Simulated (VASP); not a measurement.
A run of VASP 6.6.1:

The input INCAR:

```
ALGO = Normal
EDIFF = 1E-6
ENCUT = 520
GGA = PS
ISIF = 2
ISMEAR = 0
LASPH = True
LCHARG = False
LREAL = False
LWAVE = False
NBANDS = 16
NELM = 100
PREC = Accurate
SIGMA = 0.05
```

File KPOINTS:

```
k-points
0
Gamma
  12 12 12
```

Contents of POSCAR:

```
LaS
1.0
    0.0000000000      2.7654600000      2.7654600000
    2.7654600000      0.0000000000      2.7654600000
    2.7654600000      2.7654600000      0.0000000000
La S
1 1
Direct
    0.0000000000      0.0000000000      0.0000000000
    0.5000000000      0.5000000000      0.5000000000
```

Potentials or basis: VASP PAW PBE potentials, release 64 (La, S).

Run with:

```console
$ cat potpaw_PBE.64/La/POTCAR potpaw_PBE.64/S/POTCAR > POTCAR
$ mpirun -np 1 vasp_std > vasp.out
```

Hardware: 1 thread of Intel Xeon 8259CL, on a shared host.

Q: Estimate the wall time of this run.

A: It took 97 s on 1 thread of Intel Xeon 8259CL, with other jobs on the host, peak memory 0.22 GiB. Counts: scf iterations 15, k points 72.
